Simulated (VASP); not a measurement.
Here is a VASP 6.6.1 calculation.

The input INCAR:

```
PREC = Accurate
ENCUT = 520
EDIFF = 1E-6
ISMEAR = 0
SIGMA = 0.15
LREAL = F
LASPH = T
NELM = 80
ALGO = Normal
ISIF = 2
LWAVE = F
LCHARG = T
GGA = PS
LELF = T
LVHAR = T
NBANDS = 36
```

The input KPOINTS:

```
regular mesh
0
Gamma
  12 12 8
```

POSCAR

```
Ge
1.0
    3.9370133462      0.0000000000      0.0000000000
   -1.9685066731      3.4095535729      0.0000000000
    0.0000000000      0.0000000000      6.6953106100
Ge
4
Direct
    0.6666666667      0.3333333333      0.0629118565
    0.3333333333      0.6666666667      0.5629118565
    0.6666666667      0.3333333333      0.4370881435
    0.3333333333      0.6666666667      0.9370881435
```

Potentials or basis: VASP PAW PBE potentials, release 64 (Ge_d).

The run is started by

```sh
$ cat potpaw_PBE.64/Ge_d/POTCAR > POTCAR
$ mpirun -np 1 vasp_std > vasp.out
```

Question: What does it give for the pressure?

Answer: 1.0 GPa.

Question: Predict the largest force.

Answer: 0.274 eV/Å.

Question: Predict the band gap on the k mesh.

Answer: Zero (filled and empty bands touch).

Stress tensor (GPa, compression positive):
```
 2.77  0.00  0.00
 0.00  2.77  0.00
 0.00  0.00 -2.46
```

Caveat: the cell differs from its parent crystal (strain -0.015 along x and y, +0.015 along z); the PAW data sets were made with another functional, which shifts forces and pressure a little.
